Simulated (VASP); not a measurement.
In3As: single point with PBE

In3As:

```
In As
1.0
     4.60854    0.00000    0.00000
     0.00000    4.60854    0.00000
     0.00000    0.00000    4.60854
In As
3 1
Direct
  0.50000 0.50000 0.00000
  0.50000 0.00000 0.50000
  0.00000 0.50000 0.50000
  0.00000 0.00000 0.00000
```

* Program: VASP 6.6.1
* Task: single point
* Functional: PBE
* Potentials or basis: VASP PAW PBE potentials, release 64 (In_d, As)
* Cutoff: 520 eV
* k mesh: 6 × 6 × 6
* Occupations: fermi-dirac, width 0.05 eV
* Spin: no spin polarisation
* Dipole correction: no
* Further INCAR settings: ALGO = Fast; EDIFF = 1e-06; NBANDS = 30

* Pressure: 2.6 GPa
* Band gap on the k mesh: zero (bands 22 and 23 overlap by 4.10 eV)

Levels at points of the mesh, in eV from the Fermi level:
| k point | band 18 | band 19 | band 20 | band 21 | band 22 | band 23 | band 24 | band 25 | band 26 | band 27 |
| --- | --- | --- | --- | --- | --- | --- | --- | --- | --- | --- |
| (0.00, 0.00, 0.00) | -3.00 | -3.00 | -3.00 | -1.80 | -1.80 | 2.15 | 2.15 | 2.15 | 4.69 | 4.69 |
| (0.50, 0.00, 0.00) | -4.31 | -1.66 | -1.66 | -1.04 | -0.08 | -0.08 | 0.01 | 1.45 | 4.86 | 4.86 |
| (0.50, 0.50, 0.00) | -6.05 | -5.96 | -0.80 | -0.38 | 0.54 | 0.54 | 1.88 | 1.96 | 1.96 | 2.18 |
| (0.50, 0.50, 0.50) | -4.22 | -4.22 | -4.14 | -4.14 | -4.14 | -3.52 | 4.91 | 4.91 | 4.91 | 9.09 |

Run time: 84 s on 1 thread of Intel(R) Xeon(R) Platinum 8259CL CPU @ 2.50GHz (Skylake/Cascade Lake), on a shared host, peak memory 0.22 GiB.

Caveat: spin-orbit coupling is left out, which moves the levels of the heavy elements.
